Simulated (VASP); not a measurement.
Input of a VASP 6.6.1 run:

Contents of INCAR:

```
SYSTEM = GaAs
PREC = Accurate
ENCUT = 520
EDIFF = 1E-7
ISMEAR = 0
SIGMA = 0.01
LREAL = .FALSE.
LASPH = .TRUE.
NELM = 100
ALGO = Normal
ISIF = 2
LWAVE = .FALSE.
LCHARG = .FALSE.
GGA = PS
NBANDS = 16
```

File KPOINTS:

```
regular mesh
0
G
  12 12 12
  0 0 0
```

File POSCAR:

```
GaAs
1.0
    0.0000000000      2.8295586684      2.8295586684
    2.8295586684      0.0000000000      2.8295586684
    2.8295586684      2.8295586684      0.0000000000
Ga As
1 1
Direct
    0.0000000000      0.0000000000      0.0000000000
    0.7500000000      0.7500000000      0.7500000000
```

Potentials or basis: VASP PAW PBE potentials, release 64 (Ga_d, As).

Run with:

```console
$ cat potpaw_PBE.64/Ga_d/POTCAR potpaw_PBE.64/As/POTCAR > POTCAR
$ mpirun -np 1 vasp_std > vasp.out
```

Task: Estimate the band gap on the k mesh.

Result: 0.43 eV.

Task: What does it give for the pressure?

Result: 0.2 GPa.

Caveat: the PAW data sets were made with another functional, which shifts forces and pressure a little. A k mesh can miss the band edges.
